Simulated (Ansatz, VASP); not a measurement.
One calculation of SiO2, two programs

```
Si O
1.0
     4.18010    0.00000    0.00000
     0.00000    4.18010    0.00000
     0.00000    0.00000    2.40580
Si O
2 4
Direct
  0.50000 0.50000 0.50000
  0.00000 0.00000 0.00000
  0.69443 0.69443 0.00000
  0.19443 0.80557 0.50000
  0.30557 0.30557 0.00000
  0.80557 0.19443 0.50000
```

Alike in both runs: task single point; functional LDA; k mesh 6 × 6 × 8; occupations gaussian, width 0.05 eV; no spin polarisation.

|  | VASP | Ansatz |
| --- | --- | --- |
| version | VASP 6.6.1 | Ansatz 0.2.0 |
| potentials or method | VASP PAW LDA potentials, release 64 (Si, O_h), cutoff 910 eV | scalar-relativistic, plane waves, PAW |
| valence electrons in the cell | 32 | 32 |

|  | VASP | Ansatz | Ansatz less VASP |
| --- | --- | --- | --- |
| gap on the k mesh at the Fermi level (eV) | 7.61 | 7.60 | -0.013 |
| least direct gap on the mesh (eV) | 7.61 | 7.60 | -0.013 |
| rms of the force components (eV/Å) | 0.213 | 0.192 | -0.0209 |

Ansatz warns that its potentials were made for another functional, while VASP's fit it. LDA's correlation is that of Perdew and Zunger in VASP and of Perdew and Wang (1992) in Ansatz. Atom by atom the forces differ by 0.021 eV/Å (rms over components).

Noted on VASP's run: the cutoff is short for stress, so the pressure is rough.
